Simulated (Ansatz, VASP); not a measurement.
Al in VASP and in Ansatz

The input INCAR:

```
SYSTEM = Al
ALGO = Fast ; EDIFF = 1E-7
EDIFFG = -0.04 ; ENCUT = 600
GGA = PE ; IBRION = 2
ISIF = 3 ; ISMEAR = 0
LASPH = .True. ; LCHARG = .False.
LREAL = .False. ; LWAVE = .False.
NELM = 100 ; NSW = 90
PREC = Accurate ; SIGMA = 0.1
```

File KPOINTS:

```
k-points
0
Gamma
  6 6 6
  0 0 0
```

File POSCAR:

```
Al
1.0
    2.5070190800      0.0000000000      0.0000000000
    0.0000000000      2.5070190800      0.0000000000
    0.0000000000      0.0000000000      2.6681242400
Al
1
Direct
    0.0000000000      0.0000000000      0.5000000000
```

Input for Ansatz:

```yaml
crystal:
  lattice:
    - [2.50701908, 0.0, 0.0]
    - [0.0, 2.50701908, 0.0]
    - [0.0, 0.0, 2.66812424]
  atoms:
    - { symbol: Al, position: [0.0, 0.0, 0.5] }
basis:
  ecutwfc: 420
kpoints:
  mp_grid: { grid: [6, 6, 6] }
hamiltonian:
  xc: pbe
scf:
  occupations: { method: gaussian, width: 0.1 }
  lower_state_search: "off"
output:
  forces: true
  stress: true
  eigenvalues: true
relax:
  adjacent_minimum: "off"
  f_tol: 0.04
  max_steps: 70
  cell: { stress_tol: 0.4 }
```

Alike in both runs: task relaxation of cell and atoms; functional PBE; k mesh 6 × 6 × 6; occupations gaussian, width 0.1 eV; no spin polarisation.

|  | VASP | Ansatz |
| --- | --- | --- |
| version | VASP 6.6.1 | Ansatz 0.2.0 |
| potentials or method | VASP PAW PBE potentials, release 64 (Al), cutoff 600 eV | scalar-relativistic, plane waves, PAW |
| valence electrons in the cell | 3 | 3 |

```tsv
	VASP	Ansatz	Ansatz less VASP
gap on the k mesh at the Fermi level, each at its own relaxed structure (eV)	none	none	-
relaxed volume (Å³/atom)	20.72	20.57	-0.147
relaxed cell length with the largest relative difference (Å)	2.864	2.852	-0.0114
```

A gap of «none» marks a metal or a gap that the smearing closes.

The k mesh is coarse, so the values compare programs but aren't converged. Noted on VASP's run: the volume moved by over 15 % at a fixed basis, so the end points are rough.
